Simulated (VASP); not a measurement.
MnSi6: relaxation of cell and atoms with PBE

Crystal: MnSi6.

```xyz
7
Lattice="4.6666 0.0000 0.0000 0.0000 4.6666 0.0000 0.0000 0.0000 4.6666" Properties=species:S:1:pos:R:3 pbc="T T T"
Mn    0.0000    0.0000    0.0000
Si    3.7386    2.3333    2.3333
Si    0.9280    2.3333    2.3333
Si    2.3333    2.3333    3.7386
Si    2.3333    2.3333    0.9280
Si    2.3333    0.9280    2.3333
Si    2.3333    3.7386    2.3333
```

The cell was built from a structure type or drawn by symmetry, and may not be a known phase.

```json
{
 "Program": "VASP 6.6.1",
 "Task": "relaxation of cell and atoms",
 "Functional": "PBE",
 "Potentials or basis": "VASP PAW PBE potentials, release 64 (Mn_pv, Si)",
 "Cutoff": "600 eV",
 "k mesh": "4 × 4 × 4",
 "Occupations": "gaussian, width 0.1 eV",
 "Spin": "collinear spin, ferromagnetic start",
 "Starting moments": "[4.0, 0.0, 0.0, 0.0, 0.0, 0.0, 0.0] μB",
 "Dipole correction": "no",
 "Further INCAR settings": "ALGO = Normal; EDIFF = 1e-06; IBRION = 2; EDIFFG = -0.04; NSW = 90; ISIF = 3"
}
```

The relaxed volume is 27.39 Å³/atom and the relaxed cell is a = 5.766 Å, b = 5.766 Å, c = 5.766 Å, α = 90.00°, β = 90.00°, γ = 90.00°. The space group after relaxing (to 0.1 Å) is Pm-3m (No. 221), the energy gained by relaxing is 2458.7 meV/atom and the ionic steps are 28. The pressure after relaxing is 0.1 GPa. The largest force after relaxing is 0.010 eV/Å, the net moment is -4.83 μB per cell and the site moments are Mn -4.58; Si +0.00 μB. The valence electrons inside the program's atomic spheres are Mn 11.17; Si 1.63.

Forces in eV/Å, atoms in the order of the input:
```
Mn   0.000  0.000  0.000
Si  -0.010  0.000  0.000
Si   0.010  0.000  0.000
Si   0.000  0.000 -0.010
Si   0.000  0.000  0.010
Si   0.000  0.010  0.000
Si   0.000 -0.010  0.000
```

Step by step:
```csv
step,energy change (eV),largest force (eV/Å),pressure (GPa),volume (Å³)
1,0.0000,5.5418,106.51,101.63
2,-8.0997,7.0512,2.96,319.95
3,-8.3248,7.1510,1.92,311.24
4,-8.7520,7.4432,2.30,294.93
5,-11.3862,10.9642,10.70,181.47
6,-12.1140,1.2900,4.63,337.04
7,-12.4858,1.5744,-25.30,419.35
8,-15.9973,0.4268,47.27,351.55
9,-14.8105,1.1207,-11.12,393.54
10,-15.1564,1.2345,-4.15,372.15
11,-15.2189,1.2358,-4.10,366.75
12,-15.3041,1.2372,-4.05,359.10
13,-16.0299,1.1314,0.96,304.01
14,-16.1125,0.4406,-0.58,315.65
15,-16.1126,0.4866,-0.46,314.82
16,-16.1817,0.3992,-0.49,307.69
17,-16.3370,0.1635,-0.51,286.94
18,-16.5010,0.1488,-0.84,248.29
19,-16.1516,3.6838,3.38,181.71
20,-16.5153,0.4883,-0.38,242.01
21,-17.0337,0.1356,-2.34,210.42
22,-17.0920,1.0954,-1.01,195.71
23,-17.1244,0.3313,-2.10,203.24
24,-17.1328,0.5425,-1.87,200.92
25,-17.1400,0.9242,0.02,191.01
26,-17.1555,0.7399,-0.89,195.28
27,-17.2038,0.2770,-0.31,192.97
28,-17.2109,0.0105,0.07,191.73
```

Final structure:
```xyz
7
Lattice="5.7663 0.0000 0.0000 0.0000 5.7663 0.0000 0.0000 0.0000 5.7663" Properties=species:S:1:pos:R:3 pbc="T T T"
Mn    0.0000    0.0000    0.0000
Si    4.6155    2.8831    2.8831
Si    1.1508    2.8831    2.8831
Si    2.8831    2.8831    4.6155
Si    2.8831    2.8831    1.1508
Si    2.8831    1.1508    2.8831
Si    2.8831    4.6155    2.8831
```

Levels at points of the mesh, in eV from the Fermi level:
Spin up:
| k point | band 15 | band 16 | band 17 | band 18 | band 19 | band 20 |
| --- | --- | --- | --- | --- | --- | --- |
| (0.00, 0.00, 0.00) | -0.50 | -0.50 | -0.44 | 0.30 | 0.30 | 0.30 |
| (0.50, 0.00, 0.00) | -1.22 | -1.10 | -0.26 | -0.26 | 0.45 | 0.50 |
| (0.50, 0.50, 0.00) | -0.98 | -0.60 | -0.60 | 0.39 | 0.47 | 0.48 |
| (0.50, 0.50, 0.50) | -1.70 | -0.61 | -0.52 | 0.50 | 0.50 | 0.50 |
Spin down:
| k point | band 17 | band 18 | band 19 | band 20 | band 21 | band 22 | band 23 | band 24 |
| --- | --- | --- | --- | --- | --- | --- | --- | --- |
| (0.00, 0.00, 0.00) | -2.52 | -2.52 | -1.48 | -0.44 | -0.44 | -0.44 | 0.26 | 0.26 |
| (0.50, 0.00, 0.00) | -3.52 | -2.52 | -1.96 | -1.38 | -0.82 | 0.04 | 0.04 | 1.74 |
| (0.50, 0.50, 0.00) | -3.24 | -3.24 | -1.75 | -0.88 | -0.79 | -0.61 | -0.61 | 2.05 |
| (0.50, 0.50, 0.50) | -3.70 | -3.70 | -1.68 | -1.68 | -1.68 | -0.48 | 2.07 | 2.07 |

Wall time 45 min on 1 thread of Intel(R) Xeon(R) 6975P-C (Granite Rapids), with other jobs on the host, peak memory 0.34 GiB.

Caveat: the volume moved by over 15 % at a fixed basis, so the end points are rough.
